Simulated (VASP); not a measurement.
A run of VASP 6.6.1 is set up as follows.

POSCAR

```
Al2Ru
1.0
    3.0281658944      0.0000000000      0.0000000000
    0.0000000000      3.0281658944      0.0000000000
    0.0000000000      0.0000000000      8.6743695236
Al Ru
4 2
Direct
    0.5000000000      0.5000000000      0.1569793980
    0.0000000000      0.0000000000      0.3430206020
    0.0000000000      0.0000000000      0.6569793980
    0.5000000000      0.5000000000      0.8430206020
    0.0000000000      0.0000000000      0.0000000000
    0.5000000000      0.5000000000      0.5000000000
```

The input INCAR.step1:

```
PREC = Accurate
ENCUT = 520
ISMEAR = 0
SIGMA = 0.1
LREAL = F
LASPH = T
NELM = 80
NBANDS = 29
GGA = PE
ALGO = Normal
EDIFF = 1E-4
LWAVE = T
LCHARG = F
```

File INCAR.step2:

```
PREC = Accurate
ENCUT = 520
EDIFF = 1E-7
ISMEAR = 0
SIGMA = 0.1
LREAL = F
LASPH = T
NELM = 80
ALGO = Normal
ISIF = 2
LWAVE = F
LCHARG = F
METAGGA = R2SCAN
LMIXTAU = T
NBANDS = 29
ISTART = 1
```

File KPOINTS:

```
regular mesh
0
Gamma
  12 12 4
```

Potentials or basis: VASP PAW PBE potentials, release 64 (Al, Ru_pv).

Run with:

```console
$ cat potpaw_PBE.64/Al/POTCAR potpaw_PBE.64/Ru_pv/POTCAR > POTCAR
$ cp INCAR.step1 INCAR
$ mpirun -np 1 vasp_std > vasp.out
$ cp INCAR.step2 INCAR
$ mpirun -np 1 vasp_std > vasp.out
```

Q: What does it give for the band gap on the k mesh?

A: 0.07 eV.

Q: What does it give for the largest force?

A: 0.015 eV/Å.

Forces on the atoms (eV/Å):
```
Al   0.000  0.000  0.015
Al   0.000  0.000 -0.015
Al   0.000  0.000  0.015
Al   0.000  0.000 -0.015
Ru   0.000  0.000  0.000
Ru   0.000  0.000  0.000
```

Caveat: the PAW data sets were made with another functional, which shifts forces and pressure a little. A k mesh can miss the band edges.
